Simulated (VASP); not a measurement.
Input of a VASP 6.6.1 run:

The input INCAR:

```
PREC     = Accurate       # precision mode
ENCUT    = 520            # plane-wave cutoff, eV
EDIFF    = 1E-8           # SCF threshold, eV
ISMEAR   = 0              # smearing method
SIGMA    = 0.05           # smearing width, eV
LREAL    = False          # projectors in reciprocal space
LASPH    = True           # aspherical terms in the spheres
NELM     = 150            # most SCF steps
ALGO     = Normal         # electronic algorithm
ISIF     = 2              # what is computed and relaxed
LWAVE    = False          # write WAVECAR
LCHARG   = False          # write CHGCAR
ISPIN    = 2              # spin polarisation
MAGMOM   = 1.72 1.72      # initial moments
LORBIT   = 11             # projections on sites
LMAXMIX  = 4              # l up to which the mixer works
LEFG     = True         
NBANDS   = 20             # bands
```

The input KPOINTS:

```
Automatic mesh
0
Gamma
  20 20 12
```

File POSCAR:

```
Co
1.0
    2.4294651523      0.0000000000      0.0000000000
   -1.2147325761      2.1039785395      0.0000000000
    0.0000000000      0.0000000000      3.9179744593
Co
2
Direct
    0.3333333333      0.6666666667      0.2500000000
    0.6666666667      0.3333333333      0.7500000000
```

Potentials or basis: VASP PAW LDA potentials, release 64 (Co).

Launch:

```console
$ cat potpaw_LDA.64/Co/POTCAR > POTCAR
$ mpirun -np 1 vasp_std > vasp.out
```

(1) What does it give for the net moment?

(2) Estimate the pressure.

Answers

(1) 2.98 μB per cell.

(2) -1.2 GPa.

Caveat: without QUAD_EFG the Cq values of the log hold for a quadrupole moment of 1 mb, not for the nuclei.
